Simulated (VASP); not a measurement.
# BaTiO3 (P4mm) in VASP: density of states with PBE

Aim: the density of states of BaTiO3 with PBE.

Everything below comes from runs of VASP 6.6.1. Logs are shortened: lines on timing, memory, paths and dates and some standing lists are left out, and cuts for length are marked.

## (1) The cell of the first run

The structure is tetragonal, space group P4mm (No. 99). The conventional cell has a = 3.985 Å, b = 3.985 Å, c = 4.202 Å, α = 90.00°, β = 90.00°, γ = 90.00°. Within 3.7 Å of Ba (site symmetry 4mm) lie 12 O at 2.80 to 2.99 Å and 8 Ti at 3.47 to 3.56 Å. Ti (site symmetry 4mm) has 6 O at 1.81 to 2.39 Å within 2.4 Å. Within 2.4 Å of O (site symmetry 4mm) lie 2 Ti at 1.81 to 2.39 Å. O (site symmetry 2mm) has 2 Ti at 2.00 Å within 2.7 Å.

## (2) Density of states, PBE

POSCAR

```
BaTiO3
1.0
    3.9852809727      0.0000000000      0.0000000000
    0.0000000000      3.9852809727      0.0000000000
    0.0000000000      0.0000000000      4.2020456342
Ba Ti O
1 1 3
Direct
    0.0000000000      0.0000000000     -0.0107167314
    0.5000000000      0.5000000000      0.4720592577
    0.5000000000      0.5000000000      0.0408775861
    0.5000000000      0.0000000000      0.5203899438
    0.0000000000      0.5000000000      0.5203899438
```

INCAR.step1

```
SYSTEM = BaTiO3
PREC = Accurate ; ENCUT = 520
EDIFF = 1E-6 ; ISMEAR = 0
SIGMA = 0.05 ; LREAL = .FALSE.
LASPH = .TRUE. ; NELM = 80
ALGO = Normal ; ISIF = 2
LWAVE = .FALSE. ; LCHARG = .TRUE.
LMAXMIX = 4 ; GGA = PE
NBANDS = 28
```

KPOINTS.step1

```
Automatic mesh
0
G
  8 8 8
  0 0 0
```

INCAR.step2

```
SYSTEM = BaTiO3
PREC = Accurate ; ENCUT = 520
EDIFF = 1E-6 ; ISMEAR = -5
SIGMA = 0.05 ; LREAL = .FALSE.
LASPH = .TRUE. ; NELM = 80
ALGO = Normal ; ISIF = 2
LWAVE = .FALSE. ; LCHARG = .FALSE.
LMAXMIX = 4 ; GGA = PE
LORBIT = 11 ; NBANDS = 28
NEDOS = 2001 ; ICHARG = 11
```

KPOINTS.step2

```
Automatic mesh
0
G
  12 12 12
  0 0 0
```

Potentials or basis: VASP PAW PBE potentials, release 64 (Ba_sv, Ti_sv, O).

Launch:

```bash
$ cat potpaw_PBE.64/Ba_sv/POTCAR potpaw_PBE.64/Ti_sv/POTCAR potpaw_PBE.64/O/POTCAR > POTCAR
$ cp INCAR.step1 INCAR
$ cp KPOINTS.step1 KPOINTS
$ mpirun -np 1 vasp_std > vasp.out
$ cp INCAR.step2 INCAR
$ cp KPOINTS.step2 KPOINTS
$ mpirun -np 1 vasp_std > vasp.out
```

OUTCAR:

```text
SYSTEM = BaTiO3
   PREC = Accurate
   ENCUT = 520
   EDIFF = 1E-6
   ISMEAR = -5
   LREAL = .FALSE.
   LASPH = .TRUE.
   NELM = 80
   ISIF = 2
   GGA = PE
   LORBIT = 11
   ICHARG = 11

 ion  position               nearest neighbor table
   1  0.000  0.000  0.989-   4 2.80   5 2.80   5 2.80   4 2.80   3 2.83   3 2.83   3 2.83   3 2.83
                             4 2.99   5 2.99   5 2.99   4 2.99   2 3.47   2 3.47   2 3.47   2 3.47
   2  0.500  0.500  0.472-   3 1.81   4 2.00   5 2.00   4 2.00   5 2.00   3 2.39   1 3.47   1 3.47
                             1 3.47   1 3.47   1 3.56   1 3.56   1 3.56   1 3.56
   3  0.500  0.500  0.041-   2 1.81   2 2.39   1 2.83   1 2.83   1 2.83   1 2.83
   4  0.500  0.000  0.520-   2 2.00   2 2.00   1 2.80   1 2.80   1 2.99   1 2.99
   5  0.000  0.500  0.520-   2 2.00   2 2.00   1 2.80   1 2.80   1 2.99   1 2.99

  LATTYP: Found a simple tetragonal cell.
 ALAT       =     3.9852809727
 C/A-ratio  =     1.0543913122

  Lattice vectors:

 A1 = (   3.9852809727,   0.0000000000,   0.0000000000)
 A2 = (   0.0000000000,   3.9852809727,   0.0000000000)
 A3 = (   0.0000000000,   0.0000000000,   4.2020456342)

Analysis of symmetry for initial positions (statically):
=====================================================================
 Subroutine PRICEL returns:
 Original cell was already a primitive cell.

 Routine SETGRP: Setting up the symmetry group for a
 simple tetragonal supercell.

 Subroutine GETGRP returns: Found  8 space group operations
 (whereof  8 operations were pure point group operations)
 out of a pool of 16 trial point group operations.

The static configuration has the point symmetry C_4v.

Analysis of symmetry for dynamics (positions and initial velocities):
=====================================================================
 Subroutine PRICEL returns:
 Original cell was already a primitive cell.

 Routine SETGRP: Setting up the symmetry group for a
 simple tetragonal supercell.

 Subroutine GETGRP returns: Found  8 space group operations
 (whereof  8 operations were pure point group operations)
 out of a pool of 16 trial point group operations.

The dynamic configuration has the point symmetry C_4v.

 Subroutine INISYM returns: Found  8 space group operations
 (whereof  8 operations are pure point group operations),
 and found     1 'primitive' translations

----------------------------------------------------------------------------------------

                                     Primitive cell

  volume of cell :      66.7388

  direct lattice vectors                    reciprocal lattice vectors
     3.985280973  0.000000000  0.000000000     0.250923337  0.000000000  0.000000000
     0.000000000  3.985280973  0.000000000     0.000000000  0.250923337  0.000000000
     0.000000000  0.000000000  4.202045634     0.000000000  0.000000000  0.237979329

  length of vectors
     3.985280973  3.985280973  4.202045634     0.250923337  0.250923337  0.237979329

  position of ions in fractional coordinates (direct lattice)
     0.000000000  0.000000000  0.989283269
     0.500000000  0.500000000  0.472059258
     0.500000000  0.500000000  0.040877586
     0.500000000  0.000000000  0.520389944
     0.000000000  0.500000000  0.520389944

  ion indices of the primitive-cell ions
   primitive index   ion index
                 1           1
                 2           2
                 3           3
                 4           4
                 5           5

----------------------------------------------------------------------------------------

 KPOINTS: Automatic mesh

Automatic generation of k-mesh.
 Grid dimensions read from file:
 generate k-points for:   12   12   12

 Generating k-lattice:

  Cartesian coordinates                     Fractional coordinates (reciprocal lattice)
     0.020910278  0.000000000  0.000000000     0.083333333  0.000000000  0.000000000
     0.000000000  0.020910278  0.000000000     0.000000000  0.083333333  0.000000000
     0.000000000  0.000000000  0.019831611     0.000000000  0.000000000  0.083333333

  Length of vectors
     0.020910278  0.020910278  0.019831611

  Shift w.r.t. Gamma in fractional coordinates (k-lattice)
     0.000000000  0.000000000  0.000000000

 TETIRR: Found   2592 inequivalent tetrahedra from    10368

 Subroutine IBZKPT returns following result:
 ===========================================

 Found    196 irreducible k-points:

 Following reciprocal coordinates:
            Coordinates               Weight
  0.000000  0.000000  0.000000      1.000000
  0.083333  0.000000  0.000000      4.000000
  0.166667  0.000000  0.000000      4.000000
  0.250000  0.000000  0.000000      4.000000
  0.333333  0.000000  0.000000      4.000000
  0.416667  0.000000  0.000000      4.000000
[... 16 lines left out ...]
  0.333333  0.333333  0.000000      4.000000
  0.416667  0.333333  0.000000      8.000000
 [... further k-points ...]
   k-points           NKPTS =    196   k-points in BZ     NKDIM =    196   number of bands    NBANDS=     28
   number of dos      NEDOS =   2001   number of ions     NIONS =      5
   total plane-waves  NPLWV =  28800
   dimension x,y,z NGX =    30 NGY =   30 NGZ =   32
   dimension x,y,z NGXF=    60 NGYF=   60 NGZF=   64
   ions per type =               1   1   3
   NGX,Y,Z   is equivalent  to a cutoff of  12.51, 12.51, 12.66 a.u.
   NGXF,Y,Z  is equivalent  to a cutoff of  25.03, 25.03, 25.32 a.u.
 SYSTEM =  BaTiO3
   PREC   = accura    normal or accurate (medium, high low for compatibility)
   ISTART =      0    job   : 0-new  1-cont  2-samecut
   ICHARG =     11    charge: 1-file 2-atom 10-const
   ISPIN  =      1    spin polarized calculation?
   LNONCOLLINEAR =      F non collinear calculations
   LSORBIT =      F    spin-orbit coupling
   LASPH  =      T    aspherical Exc in radial PAW
   ENCUT  =  520.0 eV  38.22 Ry    6.18 a.u.   7.41  7.41  7.81*2*pi/ulx,y,z
   NELM   =     80;   NELMIN=  2; NELMDL=  0     # of ELM steps
   EDIFF  = 0.1E-05   stopping-criterion for ELM
   LREAL  =      F    real-space projection
   EDIFFG = 0.1E-04   stopping-criterion for IOM
   NSW    =      0    number of steps for IOM
   IBRION =     -1    ionic relax: 0-MD 1-quasi-New 2-CG
   NFREE  =      0    steps in history (QN), initial steepest desc. (CG)
   ISIF   =      2    stress and relaxation
   ISYM   =      2    0-nonsym 1-usesym 2-fastsym
   POTIM  = 0.5000    time-step for ionic-motion
   TEBEG  =    0.0;   TEEND  =   0.0 temperature during run
   PSTRESS=    0.0 pullay stress
   NELECT =      40.0000    total number of electrons
   NUPDOWN=      -1.0000    fix difference up-down
   EMIN   =  10.00;   EMAX   =-10.00  energy-range for DOS
   EFERMI =   0.00;   METHOD = LEGACY
   ISMEAR =    -5;   SIGMA  =   0.05  broadening in eV -4-tet -1-fermi 0-gaus
   EFERMI_NEDOS =   21; number of points for ismear=-14 and -15
   IALGO  =     38    algorithm
   IMIX   =      4    mixing-type and parameters
     AMIX     =   0.40;   BMIX     =  1.00
     AMIX_MAG =   1.60;   BMIX_MAG =  1.00
  volume/ion in A,a.u.               =      13.35        90.08
  Fermi-wavevector in a.u.,A,eV,Ry     =   1.380284  2.608359 25.921620  1.905185
  Thomas-Fermi vector in A             =   2.505176
   LORBIT       =     11    0 simple, 1 ext, 2 COOP (PROOUT), +10 PAW based schemes
   GGA     = PE    functional components
   LHFCALC =     F    Hartree Fock is set to
   AEXX    =    0.0000 exact exchange contribution
   IVDW    =     0    specifies the selected vdW correction
   LEPSILON=     F    determine dielectric tensor
   LRPA    =     F    only Hartree local field effects (RPA)
 non-spin polarized calculation
 Fermi weights with tetrahedron method with Bloechl corrections
  energy-cutoff  :      520.00
  volume of cell :       66.74
 maximum number of plane-waves:      1832
 NGX is ok and might be reduce to    30

 number of electron      39.9999983 magnetization

 Free energy of the ion-electron system (eV)
  ---------------------------------------------------
  ext. energy  EPLUGINS =         0.00000000
  ---------------------------------------------------
  free energy    TOTEN  =       -40.04032861 eV

  energy without entropy =      -40.04032861  energy(sigma->0) =      -40.04032861

 E-fermi :   3.7660     XC(G=0): -11.0228

 val. band max:        3.7466547367   @ k =   0.5000   0.5000   0.5000
 cond. band min:       5.5353722321   @ k =   0.0000   0.0000   0.0000
 fundamental gap:      1.7887174954
 Fermi energy:         3.7659771013

 k-point     1 :       0.0000    0.0000    0.0000
  band No.  band energies     occupation
      1     -52.9045      2.00000
      2     -29.2411      2.00000
      3     -29.1018      2.00000
      4     -29.1018      2.00000
      5     -21.4453      2.00000
      6     -13.2705      2.00000
[... 20 lines left out ...]
     27       8.8221      0.00000
     28      10.4000      0.00000

 k-point     2 :       0.0833    0.0000    0.0000
  band No.  band energies     occupation
      1     -52.9044      2.00000
      2     -29.2409      2.00000
      3     -29.1054      2.00000
      4     -29.1016      2.00000
      5     -21.4381      2.00000
      6     -13.2711      2.00000
[... 20 lines left out ...]
     27       8.9544      0.00000
     28      10.5699      0.00000

 k-point     3 :       0.1667    0.0000    0.0000
  band No.  band energies     occupation
      1     -52.9042      2.00000
      2     -29.2405      2.00000
      3     -29.1152      2.00000
      4     -29.1013      2.00000
      5     -21.4184      2.00000
      6     -13.2844      2.00000
[... 20 lines left out ...]
     27       9.3140      0.00000
     28      11.0756      0.00000

 k-point     4 :       0.2500    0.0000    0.0000
  band No.  band energies     occupation
      1     -52.9040      2.00000
      2     -29.2400      2.00000
      3     -29.1286      2.00000
      4     -29.1008      2.00000
      5     -21.3912      2.00000
      6     -13.3261      2.00000
[... 20 lines left out ...]
     27       9.8189      0.00000
     28      11.6830      0.00000

 k-point     5 :       0.3333    0.0000    0.0000
  band No.  band energies     occupation
      1     -52.9037      2.00000
      2     -29.2394      2.00000
      3     -29.1419      2.00000
      4     -29.1003      2.00000
      5     -21.3636      2.00000
      6     -13.3867      2.00000
[... 20 lines left out ...]
     27      10.3791      0.00000
     28      11.6194      0.00000

 k-point     6 :       0.4167    0.0000    0.0000
  band No.  band energies     occupation
      1     -52.9035      2.00000
      2     -29.2390      2.00000
      3     -29.1516      2.00000
      4     -29.0999      2.00000
      5     -21.3432      2.00000
      6     -13.4385      2.00000
[... 463 lines left out ...]
      5     -21.3056      2.00000
      6     -13.2314      2.00000
[... 20 lines left out ...]
     27      11.7200      0.00000
     28      11.9271      0.00000

 k-point    22 :       0.5000    0.2500    0.0000
  band No.  band energies     occupation
      1     -52.9029      2.00000
      2     -29.2378      2.00000
      3     -29.1536      2.00000
      4     -29.1260      2.00000
      5     -21.2994      2.00000
      6     -13.2348      2.00000
[... 20 lines left out ...]
     27      11.8639      0.00000
     28      11.9657      0.00000

 k-point    23 :       0.3333    0.3333    0.0000
  band No.  band energies     occupation
      1     -52.9029      2.00000
      2     -29.2378      2.00000
      3     -29.1400      2.00000
      4     -29.1395      2.00000
      5     -21.3019      2.00000
      6     -13.1645      2.00000
[... 20 lines left out ...]
     27      11.8242      0.00000
     28      11.8270      0.00000

 k-point    24 :       0.4167    0.3333    0.0000
  band No.  band energies     occupation
      1     -52.9027      2.00000
      2     -29.2374      2.00000
      3     -29.1493      2.00000
      4     -29.1392      2.00000
      5     -21.2866      2.00000
      6     -13.1271      2.00000
[... 20 lines left out ...]
     27      11.7087      0.00000
     28      12.4245      0.00000

 [... further k-points ...]
[... 5 lines left out ...]
  --------------------------------------------------------------------------------------
  -------------------------------------------------------------------------------------
  Total        0.6505779      0.6505779      0.6758463      0.0000000      0.0000000      0.0000000
  in kB       15.6182089     15.6182089     16.2248182      0.0000000      0.0000000      0.0000000
  external PRESSURE =      15.8204120 kB  Pullay stress =       0.0000000 kB

 VOLUME and BASIS-vectors are now :
 -----------------------------------------------------------------------------
  energy-cutoff  :      520.00
  volume of cell :       66.74
      direct lattice vectors                 reciprocal lattice vectors
     3.985280973  0.000000000  0.000000000     0.250923337  0.000000000  0.000000000
     0.000000000  3.985280973  0.000000000     0.000000000  0.250923337  0.000000000
     0.000000000  0.000000000  4.202045634     0.000000000  0.000000000  0.237979329

 POSITION                                       TOTAL-FORCE (eV/Angst)
 -----------------------------------------------------------------------------------
      0.00000      0.00000      4.15701        -0.000000     -0.000000      0.048342
      1.99264      1.99264      1.98361         0.000000      0.000000      0.083914
      1.99264      1.99264      0.17177         0.000000     -0.000000     -0.081712
      1.99264      0.00000      2.18670         0.000000     -0.000000     -0.025272
      0.00000      1.99264      2.18670         0.000000     -0.000000     -0.025272
 -----------------------------------------------------------------------------------
    total drift:                                0.000000      0.000000      0.000534

  FREE ENERGIE OF THE ION-ELECTRON SYSTEM (eV)
  ---------------------------------------------------
  free  energy   TOTEN  =       -40.0403286057 eV

  energy  without entropy=      -40.0403286057  energy(sigma->0) =      -40.04032861

 total charge

# of ion       s       p       d       tot
------------------------------------------
    1        2.006   5.646   0.308   7.959
    2        2.219   6.262   1.773  10.253
    3        1.571   3.456   0.000   5.027
    4        1.562   3.461   0.000   5.023
    5        1.562   3.461   0.000   5.023
--------------------------------------------------
tot          8.920  22.285   2.080  33.286
```

Wall time 5.7 min (1 thread of Intel Xeon Platinum 8488C (Sapphire Rapids), shared host); peak memory 0.43 GiB.

Results:

- Valence electrons inside the program's atomic spheres: Ba 7.96; Ti 10.25; O 5.03, 5.02

Levels at points of the mesh, in eV from the valence-band top:
```tsv
k point	band 18	band 19	band 20	band 21	band 22	band 23
(0.00, 0.00, 0.00)	-0.94	-0.57	-0.57	1.79	2.44	2.44
(0.50, 0.00, 0.00)	-1.72	-1.59	-1.35	2.51	3.42	3.52
(0.50, 0.50, 0.00)	-1.17	-1.17	-0.06	3.56	3.56	3.90
(0.00, 0.00, 0.50)	-2.00	-0.74	-0.74	1.91	3.43	3.43
(0.50, 0.00, 0.50)	-1.18	-1.09	-0.53	3.45	3.47	3.70
(0.50, 0.50, 0.50)	-0.46	-0.46	0.00	3.95	3.95	4.06
```

Caveat: spin-orbit coupling is left out, which moves the levels of the heavy elements.
